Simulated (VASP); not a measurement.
# C9O: single point with PBE+D3(BJ)

C9O, a slab with vacuum:

```
C O
1.0
     4.93130    0.00000    0.00000
    -2.46565    4.27064    0.00000
     0.00000    0.00000   16.65003
C O
9 1
Cartesian
  1.2328 0.7118 4.0000
  0.0000 2.8471 4.0000
  3.6985 0.7118 4.0000
  2.4657 2.8471 4.0000
  0.0000 1.4235 4.0000
  -1.2328 3.5589 4.0000
  2.4657 1.4235 4.0000
  1.2328 3.5589 4.0000
  1.8492 1.0677 7.3980
  1.8492 1.0677 8.5340
```

* Program: VASP 6.6.1
* Task: single point
* Functional: PBE
* Dispersion: D3(BJ)
* Potentials or basis: VASP PAW PBE potentials, release 64 (C, O)
* Cutoff: 520 eV
* k mesh: 6 × 6 × 1
* Occupations: gaussian, width 0.1 eV
* Spin: no spin polarisation
* Dipole correction: yes
* Further INCAR settings: ALGO = Normal; EDIFF = 1e-06; NBANDS = 32

The largest force is 0.878 eV/Å, the band gap on the k mesh is 0.01 eV and the dispersion energy per atom is -0.083 eV.

Forces on the atoms (eV/Å):
```
C    0.011  0.007 -0.040
C   -0.006 -0.004  0.023
C   -0.028  0.010  0.008
C   -0.005 -0.030  0.008
C    0.028 -0.010  0.008
C    0.005  0.030  0.008
C   -0.011 -0.007 -0.040
C    0.006  0.004  0.023
C    0.000  0.000 -0.877
O    0.000  0.000  0.878
```

Levels at points of the mesh, in eV from the valence-band top:
```
           k point  band 17  band 18  band 19  band 20  band 21  band 22  band 23  band 24  band 25  band 26
(0.00, 0.00, 0.00)    -3.04    -3.04    -2.36    -2.36    -2.34     1.59     1.64     1.68     2.10     2.14
(0.50, 0.00, 0.00)    -5.05    -5.05    -5.00    -2.74    -2.71     1.58     1.97     2.82     2.83     4.92
(0.00, 0.50, 0.00)    -5.05    -5.04    -4.99    -2.74    -2.72     1.58     1.96     2.82     2.83     4.91
```

It took 2.6 min on 1 thread of Intel(R) Xeon(R) 6975P-C (Granite Rapids) (shared host), peak memory 0.53 GiB.
